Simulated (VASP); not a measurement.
# Se (Pm-3m) in VASP: notebook

The runs below take Se through electric field gradients, density of states, with PBEsol.

All numbers are computed with VASP 6.6.1; they aren't measurements. Logs are shortened: lines on timing, memory, paths and dates and some standing lists are left out, and cuts for length are marked.

**1. The cell of the first run**

Symmetry: Pm-3m, No. 221, cubic system. The conventional cell has a = 2.834 Å, b = 2.834 Å, c = 2.834 Å, α = 90.00°, β = 90.00°, γ = 90.00°. Within 3.7 Å of Se (site symmetry m-3m) lie 6 Se at 2.83 Å.

**2. Electric field gradients, PBEsol (volume scaled by 1.025)**

File INCAR:

```
SYSTEM = Se
PREC     = Accurate       ! precision mode
ENCUT    = 520            ! plane-wave cutoff, eV
EDIFF    = 1E-8           ! SCF threshold, eV
ISMEAR   = -1             ! smearing method
SIGMA    = 0.03           ! smearing width, eV
LREAL    = .FALSE.        ! projectors in reciprocal space
LASPH    = .TRUE.         ! aspherical terms in the spheres
NELM     = 60             ! most SCF steps
ALGO     = Normal         ! electronic algorithm
ISIF     = 2              ! what is computed and relaxed
LWAVE    = .FALSE.        ! write WAVECAR
LCHARG   = .FALSE.        ! write CHGCAR
GGA      = PS             ! functional
LEFG     = .TRUE.       
NBANDS   = 9              ! bands
```

File KPOINTS:

```
regular mesh
0
G
  12 12 12
  0 0 0
```

File POSCAR:

```
Se
1.0
    2.8337918670      0.0000000000      0.0000000000
    0.0000000000      2.8337918670      0.0000000000
    0.0000000000      0.0000000000      2.8337918670
Se
1
Direct
    0.0000000000      0.0000000000      0.0000000000
```

Potentials or basis: VASP PAW PBE potentials, release 64 (Se).

The run is started by

```console
> cat potpaw_PBE.64/Se/POTCAR > POTCAR
> mpirun -np 1 vasp_std > vasp.out
```

OUTCAR:

```text
SYSTEM = Se
   PREC = Accurate
   ENCUT = 520
   EDIFF = 1E-8
   ISMEAR = -1
   LREAL = .FALSE.
   LASPH = .TRUE.
   NELM = 60
   ISIF = 2
   GGA = PS

 ion  position               nearest neighbor table
   1  0.000  0.000  0.000-

  LATTYP: Found a simple cubic cell.
 ALAT       =     2.8337918670

  Lattice vectors:

 A1 = (   2.8337918670,   0.0000000000,   0.0000000000)
 A2 = (   0.0000000000,   2.8337918670,   0.0000000000)
 A3 = (   0.0000000000,   0.0000000000,   2.8337918670)

Analysis of symmetry for initial positions (statically):
=====================================================================
 Subroutine PRICEL returns:
 Original cell was already a primitive cell.

 Routine SETGRP: Setting up the symmetry group for a
 simple cubic supercell.

 Subroutine GETGRP returns: Found 48 space group operations
 (whereof 48 operations were pure point group operations)
 out of a pool of 48 trial point group operations.

The static configuration has the point symmetry O_h .

Analysis of symmetry for dynamics (positions and initial velocities):
=====================================================================
 Subroutine PRICEL returns:
 Original cell was already a primitive cell.

 Routine SETGRP: Setting up the symmetry group for a
 simple cubic supercell.

 Subroutine GETGRP returns: Found 48 space group operations
 (whereof 48 operations were pure point group operations)
 out of a pool of 48 trial point group operations.

The dynamic configuration has the point symmetry O_h .

 Subroutine INISYM returns: Found 48 space group operations
 (whereof 48 operations are pure point group operations),
 and found     1 'primitive' translations

----------------------------------------------------------------------------------------

                                     Primitive cell

  volume of cell :      22.7564

  direct lattice vectors                    reciprocal lattice vectors
     2.833791867  0.000000000  0.000000000     0.352884067  0.000000000  0.000000000
     0.000000000  2.833791867  0.000000000     0.000000000  0.352884067  0.000000000
     0.000000000  0.000000000  2.833791867     0.000000000  0.000000000  0.352884067

  length of vectors
     2.833791867  2.833791867  2.833791867     0.352884067  0.352884067  0.352884067

  position of ions in fractional coordinates (direct lattice)
     0.000000000  0.000000000  0.000000000

  ion indices of the primitive-cell ions
   primitive index   ion index
                 1           1

----------------------------------------------------------------------------------------

 KPOINTS: regular mesh

Automatic generation of k-mesh.
 Grid dimensions read from file:
 generate k-points for:   12   12   12

 Generating k-lattice:

  Cartesian coordinates                     Fractional coordinates (reciprocal lattice)
     0.029407006  0.000000000  0.000000000     0.083333333  0.000000000  0.000000000
     0.000000000  0.029407006  0.000000000     0.000000000  0.083333333  0.000000000
     0.000000000  0.000000000  0.029407006     0.000000000  0.000000000  0.083333333

  Length of vectors
     0.029407006  0.029407006  0.029407006

  Shift w.r.t. Gamma in fractional coordinates (k-lattice)
     0.000000000  0.000000000  0.000000000

 Subroutine IBZKPT returns following result:
 ===========================================

 Found     84 irreducible k-points:

 Following reciprocal coordinates:
            Coordinates               Weight
  0.000000  0.000000  0.000000      1.000000
  0.083333  0.000000  0.000000      6.000000
  0.166667  0.000000  0.000000      6.000000
  0.250000  0.000000  0.000000      6.000000
  0.333333  0.000000  0.000000      6.000000
  0.416667  0.000000  0.000000      6.000000
[... 16 lines left out ...]
  0.333333  0.333333  0.000000     12.000000
  0.416667  0.333333  0.000000     24.000000
 [... further k-points ...]
   k-points           NKPTS =     84   k-points in BZ     NKDIM =     84   number of bands    NBANDS=      9
   number of dos      NEDOS =    301   number of ions     NIONS =      1
   total plane-waves  NPLWV =  13824
   dimension x,y,z NGX =    24 NGY =   24 NGZ =   24
   dimension x,y,z NGXF=    48 NGYF=   48 NGZF=   48
   ions per type =               1
   NGX,Y,Z   is equivalent  to a cutoff of  14.08, 14.08, 14.08 a.u.
   NGXF,Y,Z  is equivalent  to a cutoff of  28.16, 28.16, 28.16 a.u.
 SYSTEM =  Se
   PREC   = accura    normal or accurate (medium, high low for compatibility)
   ISTART =      0    job   : 0-new  1-cont  2-samecut
   ICHARG =      2    charge: 1-file 2-atom 10-const
   ISPIN  =      1    spin polarized calculation?
   LNONCOLLINEAR =      F non collinear calculations
   LSORBIT =      F    spin-orbit coupling
   LASPH  =      T    aspherical Exc in radial PAW
   ENCUT  =  520.0 eV  38.22 Ry    6.18 a.u.   5.27  5.27  5.27*2*pi/ulx,y,z
   NELM   =     60;   NELMIN=  2; NELMDL= -5     # of ELM steps
   EDIFF  = 0.1E-07   stopping-criterion for ELM
   LREAL  =      F    real-space projection
   EDIFFG = 0.1E-06   stopping-criterion for IOM
   NSW    =      0    number of steps for IOM
   IBRION =     -1    ionic relax: 0-MD 1-quasi-New 2-CG
   NFREE  =      0    steps in history (QN), initial steepest desc. (CG)
   ISIF   =      2    stress and relaxation
   ISYM   =      2    0-nonsym 1-usesym 2-fastsym
   POTIM  = 0.5000    time-step for ionic-motion
   TEBEG  =    0.0;   TEEND  =   0.0 temperature during run
   PSTRESS=    0.0 pullay stress
   NELECT =       6.0000    total number of electrons
   NUPDOWN=      -1.0000    fix difference up-down
   EMIN   =  10.00;   EMAX   =-10.00  energy-range for DOS
   EFERMI =   0.00;   METHOD = LEGACY
   ISMEAR =    -1;   SIGMA  =   0.03  broadening in eV -4-tet -1-fermi 0-gaus
   EFERMI_NEDOS =   21; number of points for ismear=-14 and -15
   IALGO  =     38    algorithm
   IMIX   =      4    mixing-type and parameters
     AMIX     =   0.40;   BMIX     =  1.00
     AMIX_MAG =   1.60;   BMIX_MAG =  1.00
  volume/ion in A,a.u.               =      22.76       153.57
  Fermi-wavevector in a.u.,A,eV,Ry     =   1.049761  1.983762 14.993609  1.101999
  Thomas-Fermi vector in A             =   2.184737
   LORBIT       =      0    0 simple, 1 ext, 2 COOP (PROOUT), +10 PAW based schemes
   GGA     = PS    functional components
   LHFCALC =     F    Hartree Fock is set to
   AEXX    =    0.0000 exact exchange contribution
   IVDW    =     0    specifies the selected vdW correction
   LEPSILON=     F    determine dielectric tensor
   LRPA    =     F    only Hartree local field effects (RPA)
 non-spin polarized calculation
  energy-cutoff  :      520.00
  volume of cell :       22.76
 maximum number of plane-waves:       627
 NGX is ok and might be reduce to    24
   NGX = 11   NGY = 11   NGZ = 11

 number of electron       5.9999999 magnetization

 Free energy of the ion-electron system (eV)
  ---------------------------------------------------
  ext. energy  EPLUGINS =         0.00000000
  ---------------------------------------------------
  free energy    TOTEN  =        -3.74306256 eV

  energy without entropy =       -3.74116878  energy(sigma->0) =       -3.74211567

 E-fermi :   4.5044     XC(G=0): -10.0526

 val. band max:        4.4860954312   @ k =   0.3333   0.1667   0.1667
 cond. band min:       4.5512010648   @ k =   0.4167   0.1667   0.0833
 fundamental gap:      0.0651056336
 Fermi energy:         4.5043830714

 k-point     1 :       0.0000    0.0000    0.0000
  band No.  band energies     occupation
      1     -11.4943      2.00000
      2       5.8745      0.00000
      3       5.8745      0.00000
      4       5.8745      0.00000
      5      12.1062      0.00000
      6      12.2409      0.00000
      7      12.2409      0.00000
      8      26.6325      0.00000
      9      26.6325      0.00000

 k-point     2 :       0.0833    0.0000    0.0000
  band No.  band energies     occupation
      1     -11.3965      2.00000
      2       4.8467      0.00002
      3       5.9514      0.00000
      4       5.9514      0.00000
      5      12.2630      0.00000
      6      12.3409      0.00000
      7      13.4354      0.00000
      8      24.9249      0.00000
      9      24.9249      0.00000
[... 253 lines left out ...]
 k-point    24 :       0.4167    0.3333    0.0000
  band No.  band energies     occupation
      1      -8.3045      2.00000
      2      -0.6823      2.00000
      3       0.9305      2.00000
      4       8.0716      0.00000
      5       9.3667      0.00000
      6      16.3704      0.00000
      7      19.7312      0.00000
      8      20.8397      0.00000
      9      21.2856      0.00000

 [... further k-points ...]
[... 5 lines left out ...]
  --------------------------------------------------------------------------------------
  -------------------------------------------------------------------------------------
  Total       -0.5062929     -0.5062929     -0.5062929     -0.0000000     -0.0000000      0.0000000
  in kB      -35.6458146    -35.6458146    -35.6458146     -0.0000000     -0.0000000      0.0000000
  external PRESSURE =     -35.6458146 kB  Pullay stress =       0.0000000 kB

 VOLUME and BASIS-vectors are now :
 -----------------------------------------------------------------------------
  energy-cutoff  :      520.00
  volume of cell :       22.76
      direct lattice vectors                 reciprocal lattice vectors
     2.833791867  0.000000000  0.000000000     0.352884067  0.000000000  0.000000000
     0.000000000  2.833791867  0.000000000     0.000000000  0.352884067  0.000000000
     0.000000000  0.000000000  2.833791867     0.000000000  0.000000000  0.352884067

 POSITION                                       TOTAL-FORCE (eV/Angst)
 -----------------------------------------------------------------------------------
      0.00000      0.00000      0.00000         0.000000      0.000000      0.000000
 -----------------------------------------------------------------------------------
    total drift:                               -0.000000      0.000000      0.000000

  FREE ENERGIE OF THE ION-ELECTRON SYSTEM (eV)
  ---------------------------------------------------
  free  energy   TOTEN  =        -3.7430625625 eV

  energy  without entropy=       -3.7411687818  energy(sigma->0) =       -3.74211567

 Electric field gradients (V/A^2)
---------------------------------------------------------------------
 ion       V_xx      V_yy      V_zz      V_xy      V_xz      V_yz
---------------------------------------------------------------------
   1      -0.000    -0.000    -0.000     0.000     0.000    -0.000
---------------------------------------------------------------------

 Electric field gradients after diagonalization (V/A^2)
 (convention: |V_zz| > |V_xx| > |V_yy|)
----------------------------------------------------------------------
 ion       V_xx      V_yy      V_zz     asymmetry (V_yy - V_xx)/ V_zz
----------------------------------------------------------------------
   1      -0.000    -0.000    -0.000      -0.877
----------------------------------------------------------------------

           NMR quadrupolar parameters

 Cq : quadrupolar parameter    Cq=e*Q*V_zz/h
 eta: asymmetry parameters     (V_yy - V_xx)/ V_zz
 Q  : nuclear electric quadrupole moment in mb (millibarn)
----------------------------------------------------------------------
 ion       Cq(MHz)       eta       Q (mb)
----------------------------------------------------------------------
   1      -0.000      -0.877       1.000
----------------------------------------------------------------------
```

Wall time 6.6 s (1 thread of Intel Xeon 6975P-C, shared host); peak memory 0.14 GiB.

Results:

- Free energy: -3.7431 eV
- Pressure: -3.6 GPa
- Band gap on the k mesh: zero (band 3 reaches 7.28 eV, above the bottom of band 4 at 1.21 eV)

Caveat: without QUAD_EFG the Cq values of the log hold for a quadrupole moment of 1 mb, not for the nuclei; the PAW data sets were made with another functional, which shifts forces and pressure a little.

**3. Electric field gradients, PBEsol (volume scaled by 1.05)**

File INCAR:

```
SYSTEM = Se
  ALGO = Normal
  EDIFF = 1E-8
  ENCUT = 520
  GGA = PS
  ISIF = 2
  ISMEAR = -1
  LASPH = .True.
  LCHARG = .False.
  LEFG = .True.
  LREAL = .False.
  LWAVE = .False.
  NBANDS = 9
  NELM = 100
  PREC = Accurate
  SIGMA = 0.03
```

File KPOINTS:

```
k-points
0
Gamma
  12 12 12
  0 0 0
```

File POSCAR:

```
Se
1.0
    2.8566460141      0.0000000000      0.0000000000
    0.0000000000      2.8566460141      0.0000000000
    0.0000000000      0.0000000000      2.8566460141
Se
1
Direct
    0.0000000000      0.0000000000      0.0000000000
```

Potentials or basis: VASP PAW PBE potentials, release 64 (Se).

The run is started by

```console
> cat potpaw_PBE.64/Se/POTCAR > POTCAR
> mpirun -np 1 vasp_std > vasp.out
```

OUTCAR:

```text
SYSTEM = Se
   EDIFF = 1E-8
   ENCUT = 520
   GGA = PS
   ISIF = 2
   ISMEAR = -1
   LASPH = .True.
   LREAL = .False.
   NELM = 100
   PREC = Accurate

 ion  position               nearest neighbor table
   1  0.000  0.000  0.000-

  LATTYP: Found a simple cubic cell.
 ALAT       =     2.8566460141

  Lattice vectors:

 A1 = (   2.8566460141,   0.0000000000,   0.0000000000)
 A2 = (   0.0000000000,   2.8566460141,   0.0000000000)
 A3 = (   0.0000000000,   0.0000000000,   2.8566460141)

[... 492 lines left out ...]
    total drift:                               -0.000000      0.000000      0.000000

  FREE ENERGIE OF THE ION-ELECTRON SYSTEM (eV)
  ---------------------------------------------------
  free  energy   TOTEN  =        -3.7280741801 eV

  energy  without entropy=       -3.7261976971  energy(sigma->0) =       -3.72713594

 Electric field gradients (V/A^2)
---------------------------------------------------------------------
 ion       V_xx      V_yy      V_zz      V_xy      V_xz      V_yz
---------------------------------------------------------------------
   1      -0.000    -0.000    -0.000    -0.000    -0.000    -0.000
---------------------------------------------------------------------

 Electric field gradients after diagonalization (V/A^2)
 (convention: |V_zz| > |V_xx| > |V_yy|)
----------------------------------------------------------------------
 ion       V_xx      V_yy      V_zz     asymmetry (V_yy - V_xx)/ V_zz
----------------------------------------------------------------------
   1      -0.000    -0.000    -0.000      -0.243
----------------------------------------------------------------------

           NMR quadrupolar parameters

 Cq : quadrupolar parameter    Cq=e*Q*V_zz/h
 eta: asymmetry parameters     (V_yy - V_xx)/ V_zz
 Q  : nuclear electric quadrupole moment in mb (millibarn)
----------------------------------------------------------------------
 ion       Cq(MHz)       eta       Q (mb)
----------------------------------------------------------------------
   1      -0.000      -0.243       1.000
----------------------------------------------------------------------
```

OSZICAR:

```text
N       E                     dE             d eps       ncg     rms          rms(c)
DAV:   1     0.973993781181E+01    0.97399E+01   -0.28749E+03  1512   0.567E+02
DAV:   2    -0.339400922667E+01   -0.13134E+02   -0.12499E+02  2015   0.775E+01
DAV:   3    -0.372674290410E+01   -0.33273E+00   -0.33231E+00  1867   0.113E+01
DAV:   4    -0.372741052988E+01   -0.66763E-03   -0.66760E-03  2067   0.594E-01
DAV:   5    -0.372741106049E+01   -0.53061E-06   -0.53083E-06  1842   0.143E-02    0.347E+00
DAV:   6    -0.372756399296E+01   -0.15293E-03   -0.16309E-03  1749   0.222E-01    0.206E+00
DAV:   7    -0.372808396966E+01   -0.51998E-03   -0.28113E-03  1572   0.298E-01    0.572E-02
DAV:   8    -0.372807288048E+01    0.11089E-04   -0.12742E-04  1682   0.615E-02    0.729E-03
DAV:   9    -0.372807389102E+01   -0.10105E-05   -0.20034E-06  1927   0.965E-03    0.444E-03
DAV:  10    -0.372807418955E+01   -0.29853E-06   -0.91259E-07  1638   0.505E-03    0.105E-03
DAV:  11    -0.372807418010E+01    0.94450E-08   -0.59875E-08  1765   0.130E-03
   1 F= -.37280742E+01 E0= -.37271359E+01  d E =-.187648E-02
```

stdout:

```text
POSCAR found type information on POSCAR Se
 POSCAR found :  1 types and       1 ions
 scaLAPACK will be used
 -----------------------------------------------------------------------------
|                                                                             |
|                                                                             |
|     You enforced a specific xc type in the INCAR file but a different       |
|     I HOPE YOU KNOW WHAT YOU ARE DOING!                                     |
|                                                                             |
 -----------------------------------------------------------------------------

 LDA part: xc-table for (Slater+PW92), standard interpolation
 POSCAR, INCAR and KPOINTS ok, starting setup
 FFT: planning ... GRIDC
 FFT: planning ... GRID_SOFT
 FFT: planning ... GRID
 WAVECAR not read
 entering main loop
ion   1
```

It took 6.1 s on 1 thread of Intel Xeon 6975P-C, shared host; peak memory 0.15 GiB.

Results:

```
Free energy            : -3.7281 eV
Pressure               : -5.1 GPa
Band gap on the k mesh : zero (band 3 reaches 6.90 eV, above the bottom of band 4 at 1.02 eV)
```

Levels at points of the mesh, in eV from the Fermi level:
| k point | band 1 | band 2 | band 3 | band 4 | band 5 | band 6 |
| --- | --- | --- | --- | --- | --- | --- |
| (0.00, 0.00, 0.00) | -15.78 | 1.34 | 1.34 | 1.34 | 7.48 | 7.78 |
| (0.50, 0.00, 0.00) | -13.82 | -6.71 | 2.68 | 2.68 | 9.92 | 11.20 |
| (0.50, 0.50, 0.00) | -11.88 | -4.84 | -4.84 | 2.99 | 3.90 | 13.16 |
| (0.50, 0.50, 0.50) | -9.93 | -3.20 | -3.20 | -3.20 | 5.87 | 5.87 |

Caveat: without QUAD_EFG the Cq values of the log hold for a quadrupole moment of 1 mb, not for the nuclei; the PAW data sets were made with another functional, which shifts forces and pressure a little.

[end of part 1 of 2]
